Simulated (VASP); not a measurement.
Here is a VASP 6.6.1 calculation.

The input INCAR:

```
PREC = Accurate ; ENCUT = 600
EDIFF = 1E-6 ; ISMEAR = 0
SIGMA = 0.1 ; LREAL = F
LASPH = T ; NELM = 150
ALGO = Normal ; ISIF = 3
LWAVE = F ; LCHARG = F
ISPIN = 2 ; MAGMOM = 1 1 0
LORBIT = 11 ; LMAXMIX = 4
GGA = PE ; IBRION = 2
NSW = 90 ; EDIFFG = -0.04
```

The input KPOINTS:

```
regular mesh
0
Gamma
  6 6 4
```

POSCAR

```
Ir2O
1.0
    2.8263853400      0.0000000000      0.0000000000
   -1.4131926700      2.4477215100      0.0000000000
    0.0000000000      0.0000000000      5.2504696100
Ir O
2 1
Direct
    0.0000000000      0.0000000000      0.7956741500
    0.0000000000      0.0000000000      0.2043258500
    0.0000000000      0.0000000000      0.5000000000
```

Potentials or basis: VASP PAW PBE potentials, release 64 (Ir, O).

Launch:

```sh
$ cat potpaw_PBE.64/Ir/POTCAR potpaw_PBE.64/O/POTCAR > POTCAR
$ mpirun -np 1 vasp_std > vasp.out
```

(1) Estimate the band gap on the k mesh.

(2) Estimate the relaxed volume.

(3) Predict the relaxed cell.

Answers

(1) zero (filled and empty bands overlap).

(2) 13.51 Å³/atom.

(3) a = 2.705 Å, b = 2.705 Å, c = 6.396 Å, α = 90.00°, β = 90.00°, γ = 120.00°.

Caveat: the k points lie up to 0.45 Å⁻¹ apart in the final cell, too coarse for converged energies and pressures of a metal; a cell axis changed by over 15 % at a fixed basis, so the end point is rough; spin-orbit coupling is left out, which moves the levels of the heavy elements.
